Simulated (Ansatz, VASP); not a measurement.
One calculation of Nb, two programs

```
Nb
1.0
    -1.66395    1.66395    1.61403
     1.66395   -1.66395    1.61403
     1.66395    1.66395   -1.61403
Nb
1
Direct
  0.00000 0.00000 0.00000
```

Change from the starting cell: strain +0.000 along x and y, -0.030 along z, atoms carried along.

Alike in both runs: task single point; functional PBEsol; k mesh 20 × 20 × 20; occupations gaussian, width 0.15 eV; no spin polarisation.

|  | VASP | Ansatz |
| --- | --- | --- |
| version | VASP 6.6.1 | Ansatz 0.2.0 |
| potentials or method | VASP PAW PBE potentials, release 64 (Nb_sv), cutoff 520 eV | scalar-relativistic, plane waves, PAW |
| valence electrons in the cell | 13 | 13 |

Ansatz gave:

```
gap on the k mesh at the Fermi level (eV)                     : none
pressure (GPa)                                                : -3.6
traceless stress, the component that is largest in VASP (GPa) : 2.18
```

Which values does VASP return?

gap on the k mesh at the Fermi level (eV): none; pressure (GPa): -3.9; traceless stress, the component that is largest in VASP (GPa): 2.17.

VASP's potentials were made for PBE, not for PBEsol. A gap of «none» marks a metal or a gap that the smearing closes. The functional is the same, so the differences come from potentials, cutoffs and numerics.
